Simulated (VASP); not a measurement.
InP: electric field gradients with LDA

InP:

```
In P
1.0
     0.00000    2.84545    2.84545
     2.84545    0.00000    2.84545
     2.84545    2.84545    0.00000
In P
1 1
Direct
  0.00000 0.00000 0.00000
  0.50000 0.50000 0.50000
```

```yaml
Program: VASP 6.6.1
Task: electric field gradients
Functional: LDA
Potentials_or_basis: VASP PAW LDA potentials, release 64 (In_d, P)
Cutoff: 520 eV
k_mesh: 11 × 11 × 11
Occupations: fermi-dirac, width 0.05 eV
Spin: no spin polarisation
Dipole_correction: no
Further_INCAR_settings: ALGO = Normal; EDIFF = 1e-08; NBANDS = 16
```

* Pressure: -9.3 GPa
* Band gap on the k mesh: zero (bands 9 and 10 overlap by 2.36 eV)
* Largest electric field gradient by atom: zero within the noise of the run

Levels at points of the mesh, in eV from the Fermi level:
```tsv
k point	band 6	band 7	band 8	band 9	band 10	band 11	band 12	band 13
(0.00, 0.00, 0.00)	-11.41	-0.23	-0.20	-0.20	-0.20	7.12	7.12	7.12
```

Wall time 46 s on 1 thread of Intel Xeon 8259CL (shared host), peak memory 0.17 GiB.

Caveat: the cell stands under tension; spin-orbit coupling is left out, which moves the levels of the heavy elements.
